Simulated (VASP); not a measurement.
A run of VASP 6.6.1 is set up as follows.

INCAR

```
PREC = Accurate
ENCUT = 520
EDIFF = 1E-6
ISMEAR = 0
SIGMA = 0.15
LREAL = F
LASPH = T
NELM = 60
ALGO = Normal
ISIF = 2
LWAVE = F
LCHARG = T
GGA = PS
LELF = T
LVHAR = T
NBANDS = 12
```

Contents of KPOINTS:

```
regular mesh
0
Gamma
  18 18 18
```

The input POSCAR:

```
P
1.0
   -1.6661373925      2.4774375617      1.9147124599
    1.6661373925     -2.4774375617      1.9147124599
    1.6661373925      2.4774375617     -1.9147124599
P
2
Direct
    0.8033091100      0.0533091100      0.7500000000
    0.1966908900      0.9466908900      0.2500000000
```

Potentials or basis: VASP PAW PBE potentials, release 64 (P).

Run with:

```bash
$ cat potpaw_PBE.64/P/POTCAR > POTCAR
$ mpirun -np 1 vasp_std > vasp.out
```

Question: What does it give for the pressure?

Answer: -0.3 GPa.

Question: What does it give for the largest force?

Answer: 0.161 eV/Å.

Question: What does it give for the band gap on the k mesh?

Answer: Zero (bands 5 and 6 overlap by 0.85 eV).

Stress tensor (GPa, compression positive):
```
 0.87  0.00  0.00
 0.00  2.33  0.00
 0.00  0.00 -3.96
```

Caveat: the cell differs from its parent crystal (strain -0.015 along x and y, +0.030 along z); the PAW data sets were made with another functional, which shifts forces and pressure a little.
